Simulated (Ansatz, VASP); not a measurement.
One calculation of InSe2, two programs

```
CELL_PARAMETERS angstrom
3.89489 0.00000 0.00000
0.00000 3.89489 0.00000
0.00000 0.00000 9.62623
ATOMIC_POSITIONS crystal
In 0.00000 0.50000 0.70647
In 0.50000 0.00000 0.29353
Se 0.00000 0.50000 0.36621
Se 0.50000 0.00000 0.63379
Se 0.00000 0.00000 0.00000
Se 0.50000 0.50000 0.00000
```

Alike in both runs: task single point; functional PBE; k mesh 5 × 5 × 2; occupations gaussian, width 0.05 eV; no spin polarisation.

```csv
,VASP,Ansatz
version,VASP 6.6.1,Ansatz 0.2.0
potentials or method,"VASP PAW PBE potentials, release 64 (In_d, Se), cutoff 520 eV","scalar-relativistic, plane waves, PAW"
valence electrons in the cell,50,90
```

|  | VASP | Ansatz | Ansatz less VASP |
| --- | --- | --- | --- |
| gap on the k mesh at the Fermi level (eV) | none | none | - |
| pressure (GPa) | -0.3 | -0.3 | -0.02 |
| traceless stress, the component that is largest in VASP (GPa) | 0.31 | 0.33 | +0.019 |
| rms of the force components (eV/Å) | 0.041 | 0.041 | -0.0002 |

Atom by atom the forces differ by 0.000 eV/Å (rms over components). A gap of «none» marks a metal or a gap that the smearing closes. VASP's potentials hold 50 valence electrons a cell and Ansatz's 90, so a difference there can come from the potentials and not from the codes.
